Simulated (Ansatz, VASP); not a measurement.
Two plane-wave programs on InPd

File INCAR:

```
SYSTEM = InPd
PREC = Accurate
ENCUT = 520
EDIFF = 1E-6
ISMEAR = -1
SIGMA = 0.1
LREAL = .FALSE.
LASPH = .TRUE.
NELM = 150
ALGO = Normal
ISIF = 2
LWAVE = .FALSE.
LCHARG = .FALSE.
MAGMOM = 0 0 0 0 0 0
LORBIT = 11
LSORBIT = .TRUE.
GGA_COMPAT = .FALSE.
LORBMOM = .TRUE.
LMAXMIX = 4
GGA = PS
NBANDS = 35
```

KPOINTS

```
regular mesh
0
G
  10 10 10
  0 0 0
```

The input POSCAR:

```
InPd
1.0
    3.2487108772      0.0000000000      0.0000000000
    0.0000000000      3.2487108772      0.0000000000
    0.0000000000      0.0000000000      3.2487108772
In Pd
1 1
Direct
    0.0000000000      0.0000000000      0.0000000000
    0.5000000000      0.5000000000      0.5000000000
```

Input for Ansatz:

```yaml
crystal:
  lattice:
    - [3.24871087715, 0.0, 0.0]
    - [0.0, 3.24871087715, 0.0]
    - [0.0, 0.0, 3.24871087715]
  atoms:
    - { symbol: In, position: [0.0, 0.0, 0.0] }
    - { symbol: Pd, position: [0.5, 0.5, 0.5] }
kpoints:
  mp_grid: { grid: [10, 10, 10] }
scf:
  occupations: { method: fermi_dirac, width: 0.1 }
hamiltonian:
  xc: pbesol
  pseudopotentials: { kind: paw_fr }
magnetization:
  noncollinear: true
  spin_orbit: true
output:
  forces: true
  stress: true
  eigenvalues: true
  eigenstates:
    nscf_kmesh: { grid: [14, 14, 14] }
    de_dk: true
    e_range: [-14, 14]
checkpoint:
  write: ck
  write_wavefunctions: false
```

Alike in both runs: task single point; functional PBEsol; k mesh 10 × 10 × 10; occupations fermi-dirac, width 0.1 eV; non-collinear spin, spin-orbit coupling.

|  | VASP | Ansatz |
| --- | --- | --- |
| version | VASP 6.6.1 | Ansatz 0.2.0 |
| potentials or method | VASP PAW PBE potentials, release 64 (In_d, Pd) | PAW with Ansatz's default frozen-core files, fully relativistic files with spin-orbit coupling |
| plane-wave cutoff (eV) | 520 | 420 |
| valence electrons in the cell | 23 | 31 |

VASP gave:

- pressure (GPa): 0.1

Question: Estimate Ansatz's values.

Answer: Pressure (GPa): -0.1.

VASP's potentials were made for PBE, not for PBEsol. VASP's potentials hold 23 valence electrons a cell and Ansatz's 31, so a difference there can come from the potentials and not from the codes.
